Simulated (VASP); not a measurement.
Wanted: the native input for a VASP 6.6.1 run.

```yaml
Task: relaxation of cell and atoms
Functional: PBE
Potentials_or_basis: VASP PAW PBE potentials, release 64 (Hf_pv, O)
Cutoff: 600 eV
k_mesh: 6 × 6 × 4
Occupations: fermi-dirac, width 0.02 eV
Spin: no spin polarisation
Dipole_correction: no
Further_INCAR_settings: ALGO = Normal; EDIFF = 1e-06; IBRION = 2; EDIFFG = -0.005; NSW = 80; ISIF = 3
```

The structure of HfO2 lies in POSCAR:

```
HfO2
1.0
    3.5580193300      0.0000000000      0.0000000000
    0.0000000000      3.5580193300      0.0000000000
    0.0000000000      0.0000000000      5.1718612100
Hf O
2 4
Direct
    0.5000000000      0.5000000000      0.5000000000
    0.0000000000      0.0000000000      0.0000000000
    0.0000000000      0.5000000000      0.6972078800
    0.5000000000      0.0000000000      0.8027921200
    0.5000000000      0.0000000000      0.3027921200
    0.0000000000      0.5000000000      0.1972078800
```

One way to write it, as run:

INCAR

```
SYSTEM = HfO2
PREC = Accurate
ENCUT = 600
EDIFF = 1E-6
ISMEAR = -1
SIGMA = 0.02
LREAL = .False.
LASPH = .True.
NELM = 100
ALGO = Normal
ISIF = 3
LWAVE = .False.
LCHARG = .False.
GGA = PE
IBRION = 2
NSW = 80
EDIFFG = -0.005
```

KPOINTS

```
Automatic mesh
0
Gamma
  6 6 4
  0 0 0
```

Potentials or basis: VASP PAW PBE potentials, release 64 (Hf_pv, O).

Run with:

```console
$ cat potpaw_PBE.64/Hf_pv/POTCAR potpaw_PBE.64/O/POTCAR > POTCAR
$ mpirun -np 1 vasp_std > vasp.out
```

It gave:

```yaml
Relaxed_volume: 11.21 Å³/atom
Relaxed_cell: a = 3.588 Å, b = 3.588 Å, c = 5.226 Å, α = 90.00°, β = 90.00°, γ = 90.00°
Space_group_after_relaxing_to_0.1_Å: P4_2/nmc (No. 137)
Energy_gained_by_relaxing: 5.3 meV/atom
Ionic_steps: 13
Pressure_after_relaxing: 0.0 GPa
Band_gap_on_the_k_mesh: 4.69 eV (least direct gap 4.76 eV)
```

Caveat: spin-orbit coupling is left out, which moves the levels of the heavy elements.

It took 4.2 min on 1 thread of AMD EPYC 7R13 Processor (Zen 3), on a shared host, peak memory 0.19 GiB.
